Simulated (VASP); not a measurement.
# MoS2 (P6_3/mmc) in VASP: notebook, part 3 of 3

VASP 6.6.1.

## (4) Relaxation of shape and atoms at fixed volume, PBE, collinear spin

This run uses another cell than the first one, of 17.73 Å³/atom.

The input, INCAR:

```
PREC     = Accurate       # precision mode
ENCUT    = 500            # plane-wave cutoff, eV
EDIFF    = 1E-7           # SCF threshold, eV
ISMEAR   = 0              # smearing method
SIGMA    = 0.05           # smearing width, eV
LREAL    = False          # projectors in reciprocal space
LASPH    = True           # aspherical terms in the spheres
NELM     = 200            # most SCF steps
ALGO     = Normal         # electronic algorithm
ISIF     = 4              # what is computed and relaxed
LWAVE    = False          # write WAVECAR
LCHARG   = False          # write CHGCAR
ISPIN    = 2              # spin polarisation
MAGMOM   = 0.05 0.05 0 0 0 0 # initial moments
LORBIT   = 11             # projections on sites
LMAXMIX  = 4              # l up to which the mixer works
GGA      = PE             # functional
IBRION   = 2              # ionic algorithm
NSW      = 60             # ionic steps
EDIFFG   = -0.015         # ionic threshold
GGA_COMPAT= False        
NELMIN   = 4
```

The input, KPOINTS:

```
regular mesh
0
Gamma
  8 8 2
```

The input, POSCAR:

```
MoS2
1.0
    3.1610015246      0.0000000000      0.0000000000
   -1.5805007623      2.7375076217      0.0000000000
    0.0000000000      0.0000000000     12.2949997006
Mo S
2 4
Direct
    0.3333333333      0.6666666667      0.2500000000
    0.6666666667      0.3333333333      0.7500000000
    0.3333333333      0.6666666667      0.6275000000
    0.6666666667      0.3333333333      0.1275000000
    0.3333333333      0.6666666667      0.8725000000
    0.6666666667      0.3333333333      0.3725000000
```

Potentials or basis: VASP PAW PBE potentials, release 64 (Mo_sv, S).

On the command line:

```sh
$ cat potpaw_PBE.64/Mo_sv/POTCAR potpaw_PBE.64/S/POTCAR > POTCAR
$ mpirun -np 1 vasp_std > vasp.out
```

OUTCAR:

```text
PREC = Accurate
   ENCUT = 500
   EDIFF = 1E-7
   ISMEAR = 0
   LREAL = False
   LASPH = True
   NELM = 200
   ISIF = 4
   ISPIN = 2
   LORBIT = 11
   GGA = PE
   IBRION = 2
   NSW = 60
   EDIFFG = -0.015
   NELMIN = 4

 ion  position               nearest neighbor table
   1  0.333  0.667  0.250-   4 2.37   6 2.37   4 2.37   6 2.37   4 2.37   6 2.37
   2  0.667  0.333  0.750-   3 2.37   5 2.37   3 2.37   5 2.37   3 2.37   5 2.37
   3  0.333  0.667  0.627-   2 2.37   2 2.37   2 2.37
   4  0.667  0.333  0.127-   1 2.37   1 2.37   1 2.37
   5  0.333  0.667  0.873-   2 2.37   2 2.37   2 2.37
   6  0.667  0.333  0.373-   1 2.37   1 2.37   1 2.37

  LATTYP: Found a hexagonal cell.
 ALAT       =     3.1610015246
 C/A-ratio  =     3.8895899306

  Lattice vectors:

 A1 = (   3.1610015246,   0.0000000000,   0.0000000000)
 A2 = (  -1.5805007623,   2.7375076217,   0.0000000000)
 A3 = (   0.0000000000,   0.0000000000,  12.2949997006)

Analysis of symmetry for initial positions (statically):
=====================================================================
 Subroutine PRICEL returns:
 Original cell was already a primitive cell.

 Routine SETGRP: Setting up the symmetry group for a
 hexagonal supercell.

 Subroutine GETGRP returns: Found 24 space group operations
[... 199 lines left out ...]
  external PRESSURE =      87.2862603 kB  Pullay stress =       0.0000000 kB
[... 317 lines left out ...]
 number of electron      51.9999988 magnetization      -0.0000000

 number of electron      51.9999988 magnetization       0.0000000

 Free energy of the ion-electron system (eV)
  ---------------------------------------------------
  ext. energy  EPLUGINS =         0.00000000
  ---------------------------------------------------
  free energy    TOTEN  =       -43.60113377 eV

  energy without entropy =      -43.60113377  energy(sigma->0) =      -43.60113377

 E-fermi :   7.9276     XC(G=0): -10.8543

 val. band max:        7.5702478069   @ k =   0.0000   0.0000   0.0000
 cond. band min:       8.5684363448   @ k =   0.2500   0.1250   0.0000
 fundamental gap:      0.9981885379
 Fermi energy:         7.9276187907

 spin component 1

 k-point     1 :       0.0000    0.0000    0.0000
  band No.  band energies     occupation
      1     -53.9176      1.00000
      2     -53.9176      1.00000
      3     -28.0748      1.00000
      4     -28.0747      1.00000
      5     -27.8439      1.00000
      6     -27.8439      1.00000
[... 669 lines left out ...]
     30       9.9711      0.00000
     31      10.3587      0.00000
 Fermi energy:         7.9276187907

 spin component 2

 k-point     1 :       0.0000    0.0000    0.0000
  band No.  band energies     occupation
      1     -53.9176      1.00000
      2     -53.9176      1.00000
      3     -28.0748      1.00000
      4     -28.0747      1.00000
      5     -27.8439      1.00000
      6     -27.8439      1.00000
[... 702 lines left out ...]
  FREE ENERGIE OF THE ION-ELECTRON SYSTEM (eV)
  ---------------------------------------------------
  free  energy   TOTEN  =       -43.6011337685 eV

  energy  without entropy=      -43.6011337685  energy(sigma->0) =      -43.60113377

 reached required accuracy - stopping structural energy minimisation

 total charge

# of ion       s       p       d       tot
------------------------------------------
    1        2.292   6.223   3.956  12.471
    2        2.292   6.223   3.956  12.471
    3        1.365   2.342   0.000   3.707
    4        1.365   2.342   0.000   3.707
    5        1.365   2.342   0.000   3.707
    6        1.365   2.342   0.000   3.707
--------------------------------------------------
tot         10.045  21.812   7.912  39.769

 magnetization (x)

# of ion       s       p       d       tot
------------------------------------------
    1       -0.000  -0.000  -0.000  -0.000
    2       -0.000  -0.000  -0.000  -0.000
    3       -0.000   0.000   0.000   0.000
    4       -0.000   0.000   0.000   0.000
    5       -0.000   0.000   0.000   0.000
    6       -0.000   0.000   0.000   0.000
--------------------------------------------------
tot         -0.000   0.000  -0.000  -0.000
```

OSZICAR:

```text
N       E                     dE             d eps       ncg     rms          rms(c)
DAV:   1     0.451138583816E+03    0.45114E+03   -0.29094E+04  2784   0.153E+03
[... 98 lines left out ...]
DAV:   2    -0.436011597246E+02    0.36880E-04   -0.86592E-04  2956   0.140E-01    0.476E-02
DAV:   3    -0.436011442456E+02    0.15479E-04   -0.20941E-04  2904   0.785E-02    0.473E-02
DAV:   4    -0.436011354709E+02    0.87747E-05   -0.21152E-05  3038   0.252E-02    0.264E-02
DAV:   5    -0.436011340682E+02    0.14027E-05   -0.15457E-05  3242   0.190E-02    0.470E-03
DAV:   6    -0.436011338458E+02    0.22240E-06   -0.96786E-07  2641   0.538E-03    0.471E-03
DAV:   7    -0.436011337458E+02    0.10002E-06   -0.16196E-07  1783   0.246E-03    0.131E-03
DAV:   8    -0.436011337685E+02   -0.22694E-07   -0.22218E-08  1562   0.974E-04
   9 F= -.43601134E+02 E0= -.43601134E+02  d E =-.155623E-03  mag=     0.0000
```

CONTCAR:

```text
MoS2
   1.00000000000000
     3.1587692797137548   -0.0000000000000000   -0.0000000000000000
    -1.5793846398568774    2.7355744409199545    0.0000000000000000
     0.0000000000000000    0.0000000000000000   12.3123831467369431
  Mo              S
     2     4
Direct
     0.3333333332999970    0.6666666667000030    0.2500000000000000
     0.6666666667000030    0.3333333332999970    0.7500000000000000
     0.3333333332999970    0.6666666667000030    0.6229494390292398
     0.6666666667000030    0.3333333332999970    0.1229494390292398
     0.3333333332999970    0.6666666667000030    0.8770505609707602
     0.6666666667000030    0.3333333332999970    0.3770505609707603

  0.00000000E+00  0.00000000E+00  0.00000000E+00
  0.00000000E+00  0.00000000E+00  0.00000000E+00
  0.00000000E+00  0.00000000E+00  0.00000000E+00
  0.00000000E+00  0.00000000E+00  0.00000000E+00
  0.00000000E+00  0.00000000E+00  0.00000000E+00
  0.00000000E+00  0.00000000E+00  0.00000000E+00
```

Wall time 6 min (1 thread of Intel Xeon 6975P-C (Granite Rapids), shared host); peak memory 0.31 GiB.

Results:

```yaml
Free_energy: -43.6011 eV
Energy_gained_by_relaxing: 22.3 meV/atom
Ionic_steps: 9
Pressure_after_relaxing: 2.9 GPa
Band_gap_on_the_k_mesh: 1.00 eV (least direct gap 1.96 eV)
Net_moment: 0.00 μB per cell
Valence_electrons_inside_the_program's_atomic_spheres: Mo 12.47; S 3.71
```

The path:
```tsv
step	energy change (eV)	largest force (eV/Å)	pressure (GPa)	volume (Å³)
1	0.0000	1.1977	8.73	106.39
2	-0.0873	0.4294	2.40	106.39
3	-0.1224	0.1026	4.48	106.39
4	-0.1224	0.1230	4.56	106.39
5	-0.1291	0.0927	4.02	106.39
6	-0.1338	0.0294	2.93	106.39
7	-0.1339	0.0379	3.08	106.39
8	-0.1339	0.0337	2.78	106.39
9	-0.1340	0.0005	2.92	106.39
```

Final structure:
```yaml
crystal:
  lattice:
    - [3.15877, 0.00000, 0.00000]
    - [-1.57938, 2.73557, 0.00000]
    - [0.00000, 0.00000, 12.31238]
  atoms:
    - { symbol: Mo, position: [0.33333, 0.66667, 0.25000] }
    - { symbol: Mo, position: [0.66667, 0.33333, 0.75000] }
    - { symbol: S, position: [0.33333, 0.66667, 0.62295] }
    - { symbol: S, position: [0.66667, 0.33333, 0.12295] }
    - { symbol: S, position: [0.33333, 0.66667, 0.87705] }
    - { symbol: S, position: [0.66667, 0.33333, 0.37705] }
```

Levels at points of the mesh, in eV from the valence-band top:
Spin up:
```csv
k point,band 22,band 23,band 24,band 25,band 26,band 27,band 28,band 29,band 30,band 31
"(0.00, 0.00, 0.00)",-2.11,-2.11,-1.19,-1.16,0.00,2.14,2.14,2.17,2.17,2.31
"(0.50, 0.00, 0.00)",-2.49,-1.70,-1.50,-1.39,-1.27,1.65,1.70,2.05,2.32,2.90
"(0.00, 0.00, 0.50)",-2.13,-2.13,-2.13,-0.27,-0.27,2.15,2.15,2.15,2.15,2.40
"(0.50, 0.00, 0.50)",-2.64,-1.60,-1.60,-1.32,-1.32,1.67,1.67,2.19,2.19,3.26
```
Spin down:
```
           k point  band 24  band 25  band 26  band 27  band 28  band 29
(0.00, 0.00, 0.00)    -1.19    -1.16     0.00     2.14     2.14     2.17
(0.50, 0.00, 0.00)    -1.50    -1.39    -1.27     1.65     1.70     2.05
(0.00, 0.00, 0.50)    -2.13    -0.27    -0.27     2.15     2.15     2.15
(0.50, 0.00, 0.50)    -1.60    -1.32    -1.32     1.67     1.67     2.19
```

Caveat: this functional lacks dispersion, which binds the layers, so the pressure and a relaxed spacing across them are unreliable. A k mesh can miss the band edges.

## (5) Relaxation of shape and atoms at fixed volume, PBEsol, collinear spin (18.71 Å³/atom)

This run uses another cell than the first one, of 18.71 Å³/atom.

The input, INCAR:

```
PREC = Accurate
ENCUT = 500
EDIFF = 1E-7
ISMEAR = 0
SIGMA = 0.05
LREAL = F
LASPH = T
NELM = 200
ALGO = Normal
ISIF = 4
LWAVE = F
LCHARG = F
ISPIN = 2
MAGMOM = 0.05 0.05 0 0 0 0
LORBIT = 11
LMAXMIX = 4
GGA = PS
IBRION = 2
NSW = 60
EDIFFG = -0.01
GGA_COMPAT = F
NELMIN = 4
```

KPOINTS is that of step 4.

The input, POSCAR:

```
MoS2
1.0
    3.1653292167      0.0000000000      0.0000000000
   -1.5826646084      2.7412555130      0.0000000000
    0.0000000000      0.0000000000     12.9370912902
Mo S
2 4
Direct
    0.3333333333      0.6666666667      0.2500000000
    0.6666666667      0.3333333333      0.7500000000
    0.3333333333      0.6666666667      0.6287612411
    0.6666666667      0.3333333333      0.1287612411
    0.3333333333      0.6666666667      0.8712387589
    0.6666666667      0.3333333333      0.3712387589
```

On the command line:

```sh
$ cat potpaw_PBE.64/Mo_sv/POTCAR potpaw_PBE.64/S/POTCAR > POTCAR
$ mpirun -np 1 vasp_std > vasp.out
```

Wall time 2.9 min (1 thread of Intel Xeon 6975P-C (Granite Rapids), shared host); peak memory 0.31 GiB.

The run converged. Its results:

* Free energy: -46.8969 eV
* Energy gained by relaxing: 3.0 meV/atom
* Ionic steps: 5
* Pressure after relaxing: -0.5 GPa
* Largest force after relaxing: 0.006 eV/Å
* Band gap on the k mesh: 1.30 eV (least direct gap 2.05 eV)
* Net moment: 0.00 μB per cell
* Valence electrons inside the program's atomic spheres: Mo 12.52; S 3.68

Forces in eV/Å, atoms in the order of the input:
```
Mo   0.000  0.000  0.000
Mo   0.000  0.000  0.000
S    0.000  0.000 -0.006
S    0.000  0.000 -0.006
S    0.000  0.000  0.006
S    0.000  0.000  0.006
```

The path:
```tsv
step	energy change (eV)	largest force (eV/Å)	pressure (GPa)	volume (Å³)
1	0.0000	0.3176	-3.12	112.25
2	-0.0098	0.0135	-1.68	112.25
3	-0.0098	0.0167	-1.70	112.25
4	-0.0154	0.0070	-1.15	112.25
5	-0.0178	0.0059	-0.47	112.25
```

Final structure:
```yaml
crystal:
  lattice:
    - [3.14603, 0.00000, 0.00000]
    - [-1.57301, 2.72454, 0.00000]
    - [0.00000, 0.00000, 13.09631]
  atoms:
    - { symbol: Mo, position: [0.33333, 0.66667, 0.25000] }
    - { symbol: Mo, position: [0.66667, 0.33333, 0.75000] }
    - { symbol: S, position: [0.33333, 0.66667, 0.63105] }
    - { symbol: S, position: [0.66667, 0.33333, 0.13105] }
    - { symbol: S, position: [0.33333, 0.66667, 0.86895] }
    - { symbol: S, position: [0.66667, 0.33333, 0.36895] }
```

Levels at points of the mesh, in eV from the valence-band top:
Spin up:
```tsv
k point	band 24	band 25	band 26	band 27	band 28	band 29
(0.00, 0.00, 0.00)	-1.45	-0.92	0.00	2.42	2.42	2.44
(0.50, 0.00, 0.00)	-1.31	-1.14	-1.10	1.93	1.95	2.35
(0.00, 0.00, 0.50)	-1.92	-0.28	-0.28	2.43	2.43	2.43
(0.50, 0.00, 0.50)	-1.35	-1.12	-1.12	1.94	1.94	2.45
```
Spin down:
```csv
k point,band 23,band 24,band 25,band 26,band 27,band 28,band 29,band 30
"(0.00, 0.00, 0.00)",-1.91,-1.45,-0.92,0.00,2.42,2.42,2.44,2.44
"(0.50, 0.00, 0.00)",-1.39,-1.31,-1.14,-1.10,1.93,1.95,2.35,2.54
"(0.00, 0.00, 0.50)",-1.92,-1.92,-0.28,-0.28,2.43,2.43,2.43,2.43
"(0.50, 0.00, 0.50)",-1.35,-1.35,-1.12,-1.12,1.94,1.94,2.45,2.45
```

Caveat: the PAW data sets were made with another functional, which shifts forces and pressure a little; this functional lacks dispersion, which binds the layers, so the pressure and a relaxed spacing across them are unreliable. A k mesh can miss the band edges.

## (6) Relaxation of shape and atoms at fixed volume, revPBE+D4, collinear spin (17.47 Å³/atom)

This run uses another cell than the first one, of 17.47 Å³/atom.

The input, INCAR:

```
PREC = Accurate ; ENCUT = 500
EDIFF = 1E-7 ; ISMEAR = 0
SIGMA = 0.05 ; LREAL = F
LASPH = T ; NELM = 200
ALGO = Normal ; ISIF = 4
LWAVE = F ; LCHARG = F
ISPIN = 2 ; MAGMOM = 0.05 0.05 0 0 0 0
LORBIT = 11 ; LMAXMIX = 4
GGA = RE ; IVDW = 13
IBRION = 2 ; NSW = 60
EDIFFG = -0.01 ; GGA_COMPAT = F
NELMIN = 4
```

The input, KPOINTS:

```
Automatic mesh
0
Gamma
  8 8 2
```

The input, POSCAR:

```
MoS2
1.0
    3.1688510856      0.0000000000      0.0000000000
   -1.5844255428      2.7443055410      0.0000000000
    0.0000000000      0.0000000000     12.0510192860
Mo S
2 4
Direct
    0.3333333333      0.6666666667      0.2500000000
    0.6666666667      0.3333333333      0.7500000000
    0.3333333333      0.6666666667      0.6191984779
    0.6666666667      0.3333333333      0.1191984779
    0.3333333333      0.6666666667      0.8808015221
    0.6666666667      0.3333333333      0.3808015221
```

Potentials or basis: VASP PAW PBE potentials, release 64 (Mo_sv, S).

On the command line:

```sh
$ cat potpaw_PBE.64/Mo_sv/POTCAR potpaw_PBE.64/S/POTCAR > POTCAR
$ mpirun -np 1 vasp_std > vasp.out
```

Run time: 5 min. Hardware: 1 thread of Intel Xeon 6975P-C (Granite Rapids), shared host; peak memory 0.3 GiB.

Results (log left out):

```yaml
Free_energy: -46.1102 eV
Energy_gained_by_relaxing: 2.4 meV/atom
Ionic_steps: 5
Pressure_after_relaxing: -2.1 GPa
Largest_force_after_relaxing: 0.005 eV/Å
Band_gap_on_the_k_mesh: 0.96 eV (least direct gap 1.96 eV)
Net_moment: 0.00 μB per cell
Valence_electrons_inside_the_program's_atomic_spheres: Mo 12.47; S 3.72
Dispersion_energy_per_atom: -0.798 eV
```

Forces on the atoms (eV/Å):
```
Mo   0.000  0.000  0.000
Mo   0.000  0.000  0.000
S    0.000  0.000  0.005
S    0.000  0.000  0.005
S    0.000  0.000 -0.005
S    0.000  0.000 -0.005
```

Step by step:
| step | energy change (eV) | largest force (eV/Å) | pressure (GPa) | volume (Å³) |
| --- | --- | --- | --- | --- |
| 1 | 0.0000 | 0.3319 | -4.27 | 104.80 |
| 2 | -0.0093 | 0.0032 | -2.74 | 104.80 |
| 3 | -0.0095 | 0.0275 | -2.88 | 104.80 |
| 4 | -0.0134 | 0.0149 | -2.46 | 104.80 |
| 5 | -0.0144 | 0.0048 | -2.09 | 104.80 |

Final structure:
```yaml
crystal:
  lattice:
    - [3.15612, 0.00000, 0.00000]
    - [-1.57806, 2.73328, 0.00000]
    - [0.00000, 0.00000, 12.14846]
  atoms:
    - { symbol: Mo, position: [0.33333, 0.66667, 0.25000] }
    - { symbol: Mo, position: [0.66667, 0.33333, 0.75000] }
    - { symbol: S, position: [0.33333, 0.66667, 0.62121] }
    - { symbol: S, position: [0.66667, 0.33333, 0.12121] }
    - { symbol: S, position: [0.33333, 0.66667, 0.87879] }
    - { symbol: S, position: [0.66667, 0.33333, 0.37879] }
```

Levels at points of the mesh, in eV from the valence-band top:
Spin up:
```csv
k point,band 24,band 25,band 26,band 27,band 28,band 29
"(0.00, 0.00, 0.00)",-1.21,-1.13,0.00,2.10,2.10,2.13
"(0.50, 0.00, 0.00)",-1.53,-1.45,-1.31,1.62,1.67,2.01
"(0.00, 0.00, 0.50)",-2.17,-0.26,-0.26,2.10,2.10,2.10
"(0.50, 0.00, 0.50)",-1.65,-1.37,-1.37,1.64,1.64,2.17
```
Spin down:
```tsv
k point	band 22	band 23	band 24	band 25	band 26	band 27	band 28	band 29	band 30	band 31
(0.00, 0.00, 0.00)	-2.14	-2.14	-1.21	-1.13	0.00	2.10	2.10	2.13	2.13	2.24
(0.50, 0.00, 0.00)	-2.53	-1.77	-1.53	-1.45	-1.31	1.62	1.67	2.01	2.30	2.87
(0.00, 0.00, 0.50)	-2.17	-2.17	-2.17	-0.26	-0.26	2.10	2.10	2.10	2.10	2.36
(0.50, 0.00, 0.50)	-2.70	-1.65	-1.65	-1.37	-1.37	1.64	1.64	2.17	2.17	3.25
```

Caveat: the PAW data sets were made with another functional, which shifts forces and pressure a little. revPBE gaps usually lie below the measured ones, often by a third to a half.

## (7) The runs side by side

| task | level | cell | gap on the mesh (eV) | pressure (GPa) | moment (μB) | largest force (eV/Å) |
| --- | --- | --- | --- | --- | --- | --- |
| single point | PBEsol | a = 3.137, b = 3.137, c = 12.409 Å, angles 90.0, 90.0, 120.0°, 6 atoms, atomic positions A | 1.02 | 0.3 | 0.00 | 0.01 |
| single point | PBE | a = 3.159, b = 3.159, c = 12.314 Å, angles 90.0, 90.0, 120.0°, 6 atoms, atomic positions B | 1.00 | 2.9 | 0.00 | 0.01 |
| relaxation of shape and atoms at fixed volume | PBE | relaxed from a = 3.161, b = 3.161, c = 12.295 Å, angles 90.0, 90.0, 120.0°, 6 atoms, atomic positions C | 1.00 | 2.9 | 0.00 | - |
| relaxation of shape and atoms at fixed volume | PBEsol | relaxed from a = 3.165, b = 3.165, c = 12.937 Å, angles 90.0, 90.0, 120.0°, 6 atoms, atomic positions D | 1.30 | -0.5 | 0.00 | 0.01 |
| relaxation of shape and atoms at fixed volume | revPBE+D4 | relaxed from a = 3.169, b = 3.169, c = 12.051 Å, angles 90.0, 90.0, 120.0°, 6 atoms, atomic positions E | 0.96 | -2.1 | 0.00 | - |

Alike in all rows: potentials or basis VASP PAW PBE potentials, release 64 (Mo_sv, S); spin collinear; k mesh 8 × 8 × 2; cutoff (eV) 500; smearing gaussian 0.05 eV.

Caveats: this functional lacks dispersion, which binds the layers, so the pressure and a relaxed spacing across them are unreliable (at least some runs); the PAW data sets were made with another functional, which shifts forces and pressure a little (at least some runs).

Absolute energies hang on the potentials; compare differences alone.

## (8) Against experiment

Step 2. A measured gap of MoS2 is 1.3 eV (indirect; 300 K; “Multiwavelength excitation Raman Scattering Analysis of bulk and 2 dimensional MoS2: Vibrational properties of atomically thin MoS2 layers”, 2015, arxiv:1506.03228); the calculated 1.02 eV misses it by -0.28 eV. Spin-orbit coupling on Mo is left out. The value is that of PBEsol on a finite k mesh, which can miss the band edges, without temperature or zero-point motion. Semilocal functionals fall short of measured gaps as a rule.
